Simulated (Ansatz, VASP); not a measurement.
# MgS in VASP and in Ansatz

File INCAR:

```
PREC     = Accurate       # precision mode
ENCUT    = 520            # plane-wave cutoff, eV
EDIFF    = 1E-8           # SCF threshold, eV
ISMEAR   = -1             # smearing method
SIGMA    = 0.01           # smearing width, eV
LREAL    = F              # projectors in reciprocal space
LASPH    = T              # aspherical terms in the spheres
NELM     = 60             # most SCF steps
ALGO     = Normal         # electronic algorithm
ISIF     = 2              # what is computed and relaxed
LWAVE    = F              # write WAVECAR
LCHARG   = F              # write CHGCAR
LEFG     = T            
NBANDS   = 11             # bands
```

Contents of KPOINTS:

```
regular mesh
0
Gamma
  8 8 8
```

Contents of POSCAR:

```
MgS
1.0
   -0.0520330000      2.5756335000      2.5756335000
    2.5756335000     -0.0520330000      2.5756335000
    2.5756335000      2.5756335000     -0.0520330000
Mg S
1 1
Direct
    0.0000000000      0.0000000000      0.0000000000
    0.5000000000      0.5000000000      0.5000000000
```

Input for Ansatz:

```yaml
crystal:
  lattice:
    - [-0.052033, 2.5756335, 2.5756335]
    - [2.5756335, -0.052033, 2.5756335]
    - [2.5756335, 2.5756335, -0.052033]
  atoms:
    - { symbol: Mg, position: [0.0, 0.0, 0.0] }
    - { symbol: S, position: [0.5, 0.5, 0.5] }
kpoints:
  mp_grid: { grid: [8, 8, 8] }
scf:
  occupations: { method: fermi_dirac, width: 0.01 }
hamiltonian:
  xc: lda
  pseudopotentials: { kind: paw }
output:
  forces: true
  stress: true
  eigenvalues: true
  efg: { contact_densities: true }
  write_density: true
  write_potential: true
  elf: true
  volumetric_format: npy
```

Change from the starting cell: equal xy, yz and zx shear strains of -2 %, PAW files.

Alike in both runs: task electric field gradients; functional LDA; k mesh 8 × 8 × 8; occupations fermi-dirac, width 0.01 eV; no spin polarisation.

```csv
,VASP,Ansatz
version,VASP 6.6.1,Ansatz 0.2.0
potentials or method,"VASP PAW LDA potentials, release 64 (Mg, S)","PAW with Ansatz's default frozen-core files, scalar-relativistic"
plane-wave cutoff (eV),520,420
valence electrons in the cell,8,16
```

Ansatz gave:

| Item | Value |
| --- | --- |
| gap on the k mesh at the Fermi level (eV) | 2.37 |
| pressure (GPa) | -3.3 |
| traceless stress, the component that is largest in VASP (GPa) | 1.06 |
| size of Vzz on the site where it differs most (V/Å²) | 1.0 |

Question: Estimate VASP's values.

Answer: gap on the k mesh at the Fermi level (eV): 2.37; pressure (GPa): -3.8; traceless stress, the component that is largest in VASP (GPa): 1.06; size of Vzz on the site where it differs most (V/Å²): 0.7.

LDA's correlation is that of Perdew and Zunger in VASP and of Perdew and Wang (1992) in Ansatz. VASP's potentials hold 8 valence electrons a cell and Ansatz's 16, so a difference there can come from the potentials and not from the codes.
